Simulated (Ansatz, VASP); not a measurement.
# Al12H: VASP beside Ansatz

```
Al H
1.0
     5.71430    0.00000    0.00000
    -2.85715    4.94873    0.00000
     0.00000    0.00000   21.60164
Al H
12 1
Direct
  0.33333 0.16667 0.18517
  0.33333 0.66667 0.18517
  0.83333 0.16667 0.18517
  0.83333 0.66667 0.18517
  0.16667 0.33333 0.29169
  0.16667 0.83333 0.29169
  0.66667 0.33333 0.29169
  0.66667 0.83333 0.29169
  0.00000 0.00000 0.39819
  0.00000 0.50000 0.39819
  0.50000 0.00000 0.39819
  0.50000 0.50000 0.39819
  0.27778 0.72222 0.49402
```

Alike in both runs: task single point; functional PBE; k mesh 6 × 6 × 1; occupations gaussian, width 0.1 eV; collinear spin.

```csv
,VASP,Ansatz
version,VASP 6.6.1,Ansatz 0.2.0
potentials or method,"VASP PAW PBE potentials, release 64 (Al, H), cutoff 520 eV","scalar-relativistic, plane waves, PAW"
valence electrons in the cell,37,37
```

|  | VASP | Ansatz | Ansatz less VASP |
| --- | --- | --- | --- |
| gap on the k mesh at the Fermi level (eV) | none | none | - |
| rms of the force components (eV/Å) | 0.298 | 0.298 | 0.0000 |
| net moment per atom (μB) | 0.00 | 0.00 | 0.000 |

Atom by atom the forces differ by 0.001 eV/Å (rms over components). A gap of «none» marks a metal or a gap that the smearing closes. Ansatz's warnings: seeded moment not kept.
